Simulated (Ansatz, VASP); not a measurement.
# TiS2: VASP beside Ansatz

```
CELL_PARAMETERS angstrom
3.41200 0.00000 0.00000
-1.70600 2.95488 0.00000
0.00000 0.00000 5.69500
ATOMIC_POSITIONS crystal
Ti 0.00000 0.00000 0.00000
S 0.33333 0.66667 0.25000
S 0.66667 0.33333 0.75000
```

Alike in both runs: task single point; functional PBE; dispersion D3(BJ); k mesh 7 × 7 × 4; no spin polarisation; Hubbard terms Ti d U = 6.0 eV.

|  | VASP | Ansatz |
| --- | --- | --- |
| version | VASP 6.6.1 | Ansatz 0.2.0 |
| potentials or method | VASP PAW PBE potentials, release 64 (Ti_sv, S), cutoff 500 eV | plane waves, PAW |
| occupations | gaussian, width 0.01 eV | fixed |
| valence electrons in the cell | 24 | 24 |

Ansatz gave:

```
gap on the k mesh at the Fermi level (eV) : 1.12
```

**Question.** Which values does VASP return?

**Answer.** gap on the k mesh at the Fermi level (eV): 0.63.

The programs project onto different local orbitals, so the same U acts differently, and such runs can settle in different states.
